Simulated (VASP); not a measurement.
Input of a VASP 6.6.1 run:

The input INCAR:

```
SYSTEM = NaF
ALGO = Normal ; EDIFF = 1E-6
ENCUT = 520 ; GGA = PE
ISIF = 2 ; ISMEAR = -1
LASPH = .True. ; LCHARG = .True.
LELF = .True. ; LREAL = .False.
LVHAR = .True. ; LWAVE = .False.
NBANDS = 14 ; NELM = 80
PREC = Accurate ; SIGMA = 0.02
```

KPOINTS

```
k-points
0
Gamma
  10 10 10
  0 0 0
```

File POSCAR:

```
NaF
1.0
    0.0000000000      2.3927302806      2.3927302806
    2.3927302806      0.0000000000      2.3927302806
    2.3927302806      2.3927302806      0.0000000000
Na F
1 1
Direct
    0.0000000000      0.0000000000      0.0000000000
    0.5000000000      0.5000000000      0.5000000000
```

Potentials or basis: VASP PAW PBE potentials, release 64 (Na_pv, F).

The run is started by

```console
$ cat potpaw_PBE.64/Na_pv/POTCAR potpaw_PBE.64/F/POTCAR > POTCAR
$ mpirun -np 1 vasp_std > vasp.out
```

(1) Estimate the pressure.

(2) Estimate the band gap on the k mesh.

Answers

(1) -2.3 GPa.

(2) 5.81 eV.

Caveat: the cell differs from its parent crystal (strain +4.2%).
